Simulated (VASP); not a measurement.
Here is a VASP 6.6.1 calculation.

INCAR

```
ALGO     = Normal         # electronic algorithm
EDIFF    = 1E-6           # SCF threshold, eV
ENCUT    = 520            # plane-wave cutoff, eV
GGA      = PE             # functional
ISIF     = 2              # what is computed and relaxed
ISMEAR   = 0              # smearing method
LASPH    = T              # aspherical terms in the spheres
LCHARG   = T              # write CHGCAR
LELF     = T              # ELF
LREAL    = F              # projectors in reciprocal space
LVHAR    = T            
LWAVE    = F              # write WAVECAR
NBANDS   = 48             # bands
NELM     = 80             # most SCF steps
PREC     = Accurate       # precision mode
SIGMA    = 0.1            # smearing width, eV
```

The input KPOINTS:

```
k-points
0
Gamma
  12 8 1
```

Contents of POSCAR:

```
Au
1.0
    2.9402155410      0.0000000000      0.0000000000
    0.0000000000      4.1580926944      0.0000000000
    0.0000000000      0.0000000000     23.8206466230
Au
7
Direct
    0.5000000000      0.5000000000      0.3148529139
    0.0000000000      0.0000000000      0.3765686093
    0.5000000000      0.5000000000      0.4382843046
    0.0000000000      0.0000000000      0.5000000000
    0.5000000000      0.5000000000      0.5617156954
    0.0000000000      0.0000000000      0.6234313907
    0.5000000000      0.5000000000      0.6851470861
```

Potentials or basis: VASP PAW PBE potentials, release 64 (Au).

The run is started by

```bash
$ cat potpaw_PBE.64/Au/POTCAR > POTCAR
$ mpirun -np 1 vasp_std > vasp.out
```

**Question.** Estimate the band gap on the k mesh.

**Answer.** Zero (an odd number of electrons rules out a gap without spin polarisation).

**Question.** Predict the largest force.

**Answer.** 0.431 eV/Å.

Forces on the atoms (eV/Å):
```
Au   0.000  0.000  0.426
Au   0.000  0.000 -0.431
Au   0.000  0.000  0.044
Au   0.000  0.000  0.000
Au   0.000  0.000 -0.044
Au   0.000  0.000  0.431
Au   0.000  0.000 -0.426
```

Caveat: there is no dipole correction, which matters where the two faces differ; spin-orbit coupling is left out, which moves the levels of the heavy elements.
